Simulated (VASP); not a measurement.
Set up this calculation in VASP 6.6.1, as the native input.

```yaml
Task: single point
Functional: PBE
Potentials_or_basis: VASP PAW PBE potentials, release 64 (K_sv, Ta_pv, O)
Cutoff: 520 eV
k_mesh: 3 × 3 × 4
Occupations: gaussian, width 0.1 eV
Spin: collinear spin, ferromagnetic start
Starting_moments: "[0.0, 0.0, 1.0, 0.0, 0.0, 0.0] μB"
Dipole_correction: no
Further_INCAR_settings: ALGO = Normal; EDIFF = 1e-06; NBANDS = 36
```

The structure of K2TaO3 lies in POSCAR:

```
K2TaO3
1.0
    5.8071999400      0.0000000000      0.0000000000
   -2.9035999700      5.0291826700      0.0000000000
    0.0000000000      0.0000000000      3.8553258100
K Ta O
2 1 3
Direct
    0.6666666700      0.3333333300      0.0000000000
    0.3333333300      0.6666666700      0.0000000000
    0.0000000000      0.0000000000      0.0000000000
    0.0000000000      0.5000000000      0.5000000000
    0.5000000000      0.5000000000      0.5000000000
    0.5000000000      0.0000000000      0.5000000000
```

These files were run (other wordings do the same):

INCAR

```
SYSTEM = K2TaO3
PREC = Accurate
ENCUT = 520
EDIFF = 1E-6
ISMEAR = 0
SIGMA = 0.1
LREAL = .False.
LASPH = .True.
NELM = 150
ALGO = Normal
ISIF = 2
LWAVE = .False.
LCHARG = .True.
ISPIN = 2
MAGMOM = 0 0 1 0 0 0
LORBIT = 11
LMAXMIX = 4
GGA = PE
LELF = .True.
LVHAR = .True.
NBANDS = 36
```

KPOINTS

```
Automatic mesh
0
Gamma
  3 3 4
  0 0 0
```

Potentials or basis: VASP PAW PBE potentials, release 64 (K_sv, Ta_pv, O).

The run is started by

```sh
$ cat potpaw_PBE.64/K_sv/POTCAR potpaw_PBE.64/Ta_pv/POTCAR potpaw_PBE.64/O/POTCAR > POTCAR
$ mpirun -np 1 vasp_std > vasp.out
```

Results of the run:

- Pressure: -2.2 GPa
- Net moment: -0.18 μB per cell
- Site moments: K +0.00; Ta -0.08; O -0.02 μB
- Valence electrons inside the program's atomic spheres: K 7.67; Ta 8.28; O 4.75

Caveat: the k points lie up to 0.42 Å⁻¹ apart.

Wall time 6.3 min on 1 thread of AMD EPYC 7R13 Processor (Zen 3) (shared host), peak memory 0.31 GiB.
